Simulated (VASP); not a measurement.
# Ba7SnS8 (a cell with a defect) in VASP: notebook

Ba7SnS8 (a cell with a defect) is run at these levels: PBEsol; tasks: single point.

All numbers are computed with VASP 6.6.1; they aren't measurements. Logs are shortened: lines on timing, memory, paths and dates and some standing lists are left out, and cuts for length are marked.

### Step 1. The cell of the first run

The cell holds a defect, 16 atoms: a = 12.664 Å, b = 6.332 Å, c = 6.332 Å, α = 90.00°, β = 90.00°, γ = 90.00°.

### Step 2. Single point, PBEsol

Input file INCAR:

```
  ALGO = Normal
  EDIFF = 1E-6
  ENCUT = 520
  GGA = PS
  ISIF = 2
  ISMEAR = -1
  LASPH = T
  LCHARG = F
  LREAL = Auto
  LWAVE = F
  NBANDS = 80
  NELECT = 130.0
  NELM = 80
  PREC = Accurate
  SIGMA = 0.05
```

Input file KPOINTS:

```
Automatic mesh
0
Gamma
  2 2 2
  0.5 0.5 0.5
```

Input file POSCAR:

```
Ba7SnS8
1.0
   12.6641260000      0.0000000000      0.0000000000
    0.0000000000      6.3320630000      0.0000000000
    0.0000000000      0.0000000000      6.3320630000
S Ba Sn
8 7 1
Direct
    0.2480980000      0.0217810000      0.0033410000
    0.7316020000      0.9756990000      0.9605060000
    0.9981420000      0.4930850000      0.0086490000
    0.5071430000      0.5008310000      0.9930040000
    0.0181610000      0.9963550000      0.4912540000
    0.4921010000      0.9927000000      0.4969580000
    0.2500950000      0.5073240000      0.5065080000
    0.7605900000      0.5163420000      0.5036840000
    0.9948940000      0.9994840000      0.0222460000
    0.4915140000      0.0183360000      0.0153660000
    0.2493930000      0.4852640000      0.9914360000
    0.7490990000      0.4815830000      0.9923620000
    0.2595120000      0.9952870000      0.4803610000
    0.7479290000      0.0016720000      0.4923840000
    0.9993000000      0.4547450000      0.5211450000
    0.4945570000      0.4994810000      0.5023490000
```

Potentials or basis: VASP PAW PBE potentials, release 64 (S, Ba_sv, Sn_d).

Started as:

```
$ cat potpaw_PBE.64/S/POTCAR potpaw_PBE.64/Ba_sv/POTCAR potpaw_PBE.64/Sn_d/POTCAR > POTCAR
$ mpirun -np 1 vasp_std > vasp.out
```

OUTCAR:

```text
EDIFF = 1E-6
   ENCUT = 520
   GGA = PS
   ISIF = 2
   ISMEAR = -1
   LASPH = T
   LREAL = Auto
   NELECT = 130.0
   NELM = 80
   PREC = Accurate

 ion  position               nearest neighbor table
   1  0.248  0.022  0.003-  11 2.94  13 3.03  10 3.08   9 3.21  13 3.32  11 3.40
   2  0.732  0.976  0.961-  14 2.98  10 3.07  12 3.14  12 3.22   9 3.36  14 3.38
   3  0.998  0.493  0.009-  15 3.10   9 3.13  12 3.16  11 3.18   9 3.21  15 3.25
   4  0.507  0.501  0.993-  10 3.06  12 3.07  16 3.11  16 3.23  11 3.27  10 3.29
   5  0.018  0.996  0.491-  15 2.92   9 2.98  13 3.06   9 3.38  14 3.42  15 3.44
   6  0.492  0.993  0.497-  13 2.95  10 3.05  16 3.12  16 3.21  14 3.24  10 3.29
   7  0.250  0.507  0.507-  11 3.07  16 3.10  13 3.10  15 3.19  13 3.25  11 3.26
   8  0.761  0.516  0.504-  15 3.05  14 3.08  12 3.11  12 3.25  14 3.26
   9  0.995  0.999  0.022-   5 2.98   3 3.13   3 3.21   1 3.21   2 3.36   5 3.38  15 4.28  15 4.29
                            14 4.32  12 4.36  13 4.43  11 4.46  12 4.53  11 4.59  14 4.59  15 4.68
  10  0.492  0.018  0.015-   6 3.05   4 3.06   2 3.07   1 3.08   4 3.29   6 3.29  13 4.16  11 4.26
                            12 4.39  14 4.44  13 4.49  11 4.56  14 4.64  12 4.71
  11  0.249  0.485  0.991-   1 2.94   7 3.07   3 3.18   7 3.26   4 3.27   1 3.40  10 4.26  15 4.35
                            13 4.38   9 4.46  13 4.48  13 4.48  10 4.56  13 4.57   9 4.59  15 4.62
  12  0.749  0.482  0.992-   4 3.07   8 3.11   2 3.14   3 3.16   2 3.22   8 3.25  15 4.36   9 4.36
                            14 4.39  14 4.39  10 4.39   9 4.53  14 4.57  14 4.57  15 4.61  10 4.71
  13  0.260  0.995  0.480-   6 2.95   1 3.03   5 3.06   7 3.10   7 3.25   1 3.32  10 4.16  11 4.38
                            15 4.40   9 4.43  11 4.48  11 4.48  10 4.49  11 4.57
  14  0.748  0.002  0.492-   2 2.98   8 3.08   6 3.24   8 3.26   2 3.38   5 3.42  15 4.29   9 4.32
                            12 4.39  12 4.39  10 4.44  12 4.57  12 4.57   9 4.59  10 4.64  15 4.71
  15  0.999  0.455  0.521-   5 2.92   8 3.05   3 3.10   7 3.19   3 3.25   5 3.44   9 4.28   9 4.29
                            14 4.29  11 4.35  12 4.36  13 4.40  12 4.61  11 4.62   9 4.68   9 4.69
  16  0.495  0.499  0.502-   7 3.10   4 3.11   6 3.12   6 3.21   4 3.23

  LATTYP: Found a simple tetragonal cell.
 ALAT       =     6.3320630000
 C/A-ratio  =     2.0000000000

  Lattice vectors:

 A1 = (   0.0000000000,   6.3320630000,   0.0000000000)
 A2 = (   0.0000000000,   0.0000000000,   6.3320630000)
 A3 = (  12.6641260000,   0.0000000000,   0.0000000000)

Analysis of symmetry for initial positions (statically):
=====================================================================
 Subroutine PRICEL returns:
 Original cell was already a primitive cell.

 Routine SETGRP: Setting up the symmetry group for a
 simple tetragonal supercell.

 Subroutine GETGRP returns: Found  1 space group operations
 (whereof  1 operations were pure point group operations)
 out of a pool of 16 trial point group operations.

The static configuration has the point symmetry C_1 .

Analysis of symmetry for dynamics (positions and initial velocities):
=====================================================================
 Subroutine PRICEL returns:
 Original cell was already a primitive cell.

 Routine SETGRP: Setting up the symmetry group for a
 simple tetragonal supercell.

 Subroutine GETGRP returns: Found  1 space group operations
 (whereof  1 operations were pure point group operations)
 out of a pool of 16 trial point group operations.

The dynamic configuration has the point symmetry C_1 .

 Subroutine INISYM returns: Found  1 space group operations
 (whereof  1 operations are pure point group operations),
 and found     1 'primitive' translations

----------------------------------------------------------------------------------------

                                     Primitive cell

  volume of cell :     507.7684

  direct lattice vectors                    reciprocal lattice vectors
    12.664126000  0.000000000  0.000000000     0.078963207  0.000000000  0.000000000
     0.000000000  6.332063000  0.000000000     0.000000000  0.157926414  0.000000000
     0.000000000  0.000000000  6.332063000     0.000000000  0.000000000  0.157926414

  length of vectors
    12.664126000  6.332063000  6.332063000     0.078963207  0.157926414  0.157926414

  position of ions in fractional coordinates (direct lattice)
     0.248098000  0.021781000  0.003341000
     0.731602000  0.975699000  0.960506000
     0.998142000  0.493085000  0.008649000
     0.507143000  0.500831000  0.993004000
     0.018161000  0.996355000  0.491254000
     0.492101000  0.992700000  0.496958000
[... 8 lines left out ...]
     0.999300000  0.454745000  0.521145000
     0.494557000  0.499481000  0.502349000

  ion indices of the primitive-cell ions
   primitive index   ion index
                 1           1
                 2           2
                 3           3
                 4           4
                 5           5
                 6           6
[... 8 lines left out ...]
                15          15
                16          16

----------------------------------------------------------------------------------------

 KPOINTS: Automatic mesh

Automatic generation of k-mesh.
 Grid dimensions read from file:
 generate k-points for:    2    2    2

 Generating k-lattice:

  Cartesian coordinates                     Fractional coordinates (reciprocal lattice)
     0.039481603  0.000000000  0.000000000     0.500000000  0.000000000  0.000000000
     0.000000000  0.078963207  0.000000000     0.000000000  0.500000000  0.000000000
     0.000000000  0.000000000  0.078963207     0.000000000  0.000000000  0.500000000

  Length of vectors
     0.039481603  0.078963207  0.078963207

  Shift w.r.t. Gamma in fractional coordinates (k-lattice)
     0.500000000  0.500000000  0.500000000

 Subroutine IBZKPT returns following result:
 ===========================================

 Found      4 irreducible k-points:

 Following reciprocal coordinates:
            Coordinates               Weight
  0.250000  0.250000  0.250000      2.000000
  0.250000 -0.250000  0.250000      2.000000
  0.250000 -0.250000 -0.250000      2.000000
  0.250000  0.250000 -0.250000      2.000000
   k-points           NKPTS =      4   k-points in BZ     NKDIM =      4   number of bands    NBANDS=     80
   number of dos      NEDOS =    301   number of ions     NIONS =     16
   total plane-waves  NPLWV = 221184
   dimension x,y,z NGX =    96 NGY =   48 NGZ =   48
   dimension x,y,z NGXF=   192 NGYF=   96 NGZF=   96
   ions per type =               8   7   1
   NGX,Y,Z   is equivalent  to a cutoff of  12.60, 12.60, 12.60 a.u.
   NGXF,Y,Z  is equivalent  to a cutoff of  25.20, 25.20, 25.20 a.u.
 SYSTEM =  unknown system
   PREC   = accura    normal or accurate (medium, high low for compatibility)
   ISTART =      0    job   : 0-new  1-cont  2-samecut
   ICHARG =      2    charge: 1-file 2-atom 10-const
   ISPIN  =      1    spin polarized calculation?
   LNONCOLLINEAR =      F non collinear calculations
   LSORBIT =      F    spin-orbit coupling
   LASPH  =      T    aspherical Exc in radial PAW
   ENCUT  =  520.0 eV  38.22 Ry    6.18 a.u.  23.55 11.77 11.77*2*pi/ulx,y,z
   NELM   =     80;   NELMIN=  2; NELMDL= -5     # of ELM steps
   EDIFF  = 0.1E-05   stopping-criterion for ELM
   LREAL  =      T    real-space projection
   EDIFFG = 0.1E-04   stopping-criterion for IOM
   NSW    =      0    number of steps for IOM
   IBRION =     -1    ionic relax: 0-MD 1-quasi-New 2-CG
   NFREE  =      0    steps in history (QN), initial steepest desc. (CG)
   ISIF   =      2    stress and relaxation
   ISYM   =      2    0-nonsym 1-usesym 2-fastsym
   POTIM  = 0.5000    time-step for ionic-motion
   TEBEG  =    0.0;   TEEND  =   0.0 temperature during run
   PSTRESS=    0.0 pullay stress
   NELECT =     130.0000    total number of electrons
   NUPDOWN=      -1.0000    fix difference up-down
   EMIN   =  10.00;   EMAX   =-10.00  energy-range for DOS
   EFERMI =   0.00;   METHOD = LEGACY
   ISMEAR =    -1;   SIGMA  =   0.05  broadening in eV -4-tet -1-fermi 0-gaus
   EFERMI_NEDOS =   21; number of points for ismear=-14 and -15
   IALGO  =     38    algorithm
   IMIX   =      4    mixing-type and parameters
     AMIX     =   0.40;   BMIX     =  1.00
     AMIX_MAG =   1.60;   BMIX_MAG =  1.00
  volume/ion in A,a.u.               =      31.74       214.16
  Fermi-wavevector in a.u.,A,eV,Ry     =   1.039523  1.964413 14.702562  1.080608
  Thomas-Fermi vector in A             =   2.174057
   LORBIT       =      0    0 simple, 1 ext, 2 COOP (PROOUT), +10 PAW based schemes
   GGA     = PS    functional components
   LHFCALC =     F    Hartree Fock is set to
   AEXX    =    0.0000 exact exchange contribution
   IVDW    =     0    specifies the selected vdW correction
   LEPSILON=     F    determine dielectric tensor
   LRPA    =     F    only Hartree local field effects (RPA)
 non-spin polarized calculation
  energy-cutoff  :      520.00
  volume of cell :      507.77
 maximum number of plane-waves:     13668
 NGX is ok and might be reduce to    96
   NGX = 47   NGY = 23   NGZ = 23

 number of electron     129.9999993 magnetization

 Free energy of the ion-electron system (eV)
  ---------------------------------------------------
  ext. energy  EPLUGINS =         0.00000000
  ---------------------------------------------------
  free energy    TOTEN  =       -86.81848730 eV

  energy without entropy =      -86.62955908  energy(sigma->0) =      -86.72402319

 E-fermi :   1.1887     XC(G=0):  -8.8191

 val. band max:        1.1558570947   @ k =   0.2500   0.2500   0.2500
 cond. band min:       1.1894164633   @ k =   0.2500  -0.2500   0.2500
 fundamental gap:      0.0335593686
 Fermi energy:         1.1887382409

 k-point     1 :       0.2500    0.2500    0.2500
  band No.  band energies     occupation
      1     -24.3829      2.00000
      2     -24.2769      2.00000
      3     -24.1632      2.00000
      4     -24.1361      2.00000
      5     -24.1126      2.00000
      6     -24.0610      2.00000
[... 69 lines left out ...]
     76       6.0292      0.00000
     77       6.0888      0.00000

 k-point     2 :       0.2500   -0.2500    0.2500
  band No.  band energies     occupation
      1     -24.3829      2.00000
      2     -24.2769      2.00000
      3     -24.1630      2.00000
      4     -24.1360      2.00000
      5     -24.1127      2.00000
      6     -24.0611      2.00000
[... 69 lines left out ...]
     76       6.0835      0.00000
     77       6.1280      0.00000

 k-point     3 :       0.2500   -0.2500   -0.2500
  band No.  band energies     occupation
      1     -24.3829      2.00000
      2     -24.2769      2.00000
      3     -24.1631      2.00000
      4     -24.1361      2.00000
      5     -24.1126      2.00000
      6     -24.0610      2.00000
[... 69 lines left out ...]
     76       6.0027      0.00000
     77       6.1080      0.00000

 k-point     4 :       0.2500    0.2500   -0.2500
  band No.  band energies     occupation
      1     -24.3829      2.00000
      2     -24.2769      2.00000
      3     -24.1630      2.00000
      4     -24.1360      2.00000
      5     -24.1127      2.00000
      6     -24.0610      2.00000
[... 69 lines left out ...]
     76       6.0494      0.00000
     77       6.0847      0.00000
 [bands above 77 left out]

------------------------ aborting loop because EDIFF is reached ----------------------------------------

  FORCE on cell =-STRESS in cart. coord.  units (eV):
  Direction    XX          YY          ZZ          XY          YZ          ZX
  --------------------------------------------------------------------------------------
  -------------------------------------------------------------------------------------
  Total      -14.6011273    -13.2403646    -13.2219637     -0.2424738     -0.1472899     -0.0745007
  in kB      -46.0713877    -41.7777309    -41.7196702     -0.7650852     -0.4647484     -0.2350743
  external PRESSURE =     -43.1895963 kB  Pullay stress =       0.0000000 kB

 VOLUME and BASIS-vectors are now :
 -----------------------------------------------------------------------------
  energy-cutoff  :      520.00
  volume of cell :      507.77
      direct lattice vectors                 reciprocal lattice vectors
    12.664126000  0.000000000  0.000000000     0.078963207  0.000000000  0.000000000
     0.000000000  6.332063000  0.000000000     0.000000000  0.157926414  0.000000000
     0.000000000  0.000000000  6.332063000     0.000000000  0.000000000  0.157926414

 POSITION                                       TOTAL-FORCE (eV/Angst)
 -----------------------------------------------------------------------------------
      3.14194      0.13792      0.02116        -0.164262     -0.711123     -0.402320
      9.26510      6.17819      6.08198         0.450240      0.238896      0.658645
     12.64060      3.12225      0.05477        -0.020091     -0.041356      0.223695
      6.42252      3.17129      6.28776        -0.493565      0.277641     -0.057930
      0.22999      6.30898      3.11065        -0.525111     -0.730181      0.552805
      6.23203      6.28584      3.14677         0.663332     -0.053755      0.380955
[... 8 lines left out ...]
     12.65526      2.87947      3.29992         0.293357      1.239621     -0.313390
      6.26313      3.16275      3.18091        -0.155366      0.215726      0.164055
 -----------------------------------------------------------------------------------
    total drift:                                0.001100      0.006022      0.000840

  FREE ENERGIE OF THE ION-ELECTRON SYSTEM (eV)
  ---------------------------------------------------
  free  energy   TOTEN  =       -86.8184873003 eV

  energy  without entropy=      -86.6295590842  energy(sigma->0) =      -86.72402319
```

Run time: 4.8 min. Hardware: 1 thread of Intel Xeon 6975P-C (Granite Rapids), shared host; peak memory 0.53 GiB.

What came out:

```yaml
Free_energy: -86.8185 eV
Largest_force: 1.312 eV/Å
```

Forces in eV/Å, atoms in the order of the input:
```
S   -0.164 -0.711 -0.402
S    0.450  0.239  0.659
S   -0.020 -0.041  0.224
S   -0.494  0.278 -0.058
S   -0.525 -0.730  0.553
S    0.663 -0.054  0.381
S    0.862 -0.290 -0.341
S   -0.599 -0.408 -0.283
Ba   0.128 -0.430 -0.697
Ba   0.197 -0.560 -0.571
Ba   0.109  0.911  0.287
Ba  -0.078  0.267  0.126
Ba  -0.489  0.143  0.632
Ba  -0.181 -0.068 -0.360
Ba   0.293  1.240 -0.313
Sn  -0.155  0.216  0.164
```

Caveat: the cell carries a net charge on a neutralising background, which shifts energy and pressure; the cell is charged against a uniform background, so pressure and absolute levels hang on convention; the PAW data sets were made with another functional, which shifts forces and pressure a little; spin-orbit coupling is left out, which moves the levels of the heavy elements.

### Step 3. Single point, PBEsol

Input file INCAR:

```
SYSTEM = Ba7SnS8
PREC = Accurate ; ENCUT = 520
EDIFF = 1E-6 ; ISMEAR = 0
SIGMA = 0.01 ; LREAL = Auto
LASPH = .True. ; NELM = 100
ALGO = Normal ; ISIF = 2
LWAVE = .False. ; LCHARG = .True.
GGA = PS ; LELF = .True.
LVHAR = .True. ; NBANDS = 80
NELECT = 130.0
```

KPOINTS is that of step 2.

POSCAR is that of step 2.

Potentials or basis: VASP PAW PBE potentials, release 64 (S, Ba_sv, Sn_d).

Started as:

```
$ cat potpaw_PBE.64/S/POTCAR potpaw_PBE.64/Ba_sv/POTCAR potpaw_PBE.64/Sn_d/POTCAR > POTCAR
$ mpirun -np 1 vasp_std > vasp.out
```

Wall time 5.9 min (1 thread of Intel Xeon 6975P-C (Granite Rapids), shared host); peak memory 0.54 GiB.

The run converged. Its results:

* Free energy: -86.7062 eV
* Largest force: 1.363 eV/Å

Forces in eV/Å, atoms in the order of the input:
```
S   -0.172 -0.716 -0.399
S    0.408  0.235  0.653
S   -0.002 -0.054  0.219
S   -0.507  0.266 -0.053
S   -0.508 -0.788  0.568
S    0.643 -0.054  0.393
S    0.858 -0.293 -0.337
S   -0.506 -0.401 -0.291
Ba   0.121 -0.434 -0.708
Ba   0.148 -0.577 -0.590
Ba   0.130  0.911  0.314
Ba  -0.085  0.272  0.126
Ba  -0.483  0.172  0.638
Ba  -0.196 -0.054 -0.377
Ba   0.272  1.295 -0.324
Sn  -0.121  0.218  0.169
```

Levels at points of the mesh, in eV from the Fermi level:
| k point | band 63 | band 64 | band 65 | band 66 | band 67 | band 68 |
| --- | --- | --- | --- | --- | --- | --- |
| (0.25, 0.25, 0.25) | -0.16 | -0.12 | -0.01 | 0.03 | 3.32 | 3.61 |

Caveat: the cell carries a net charge on a neutralising background, which shifts energy and pressure; the cell is charged against a uniform background, so pressure and absolute levels hang on convention; the PAW data sets were made with another functional, which shifts forces and pressure a little; spin-orbit coupling is left out, which moves the levels of the heavy elements.
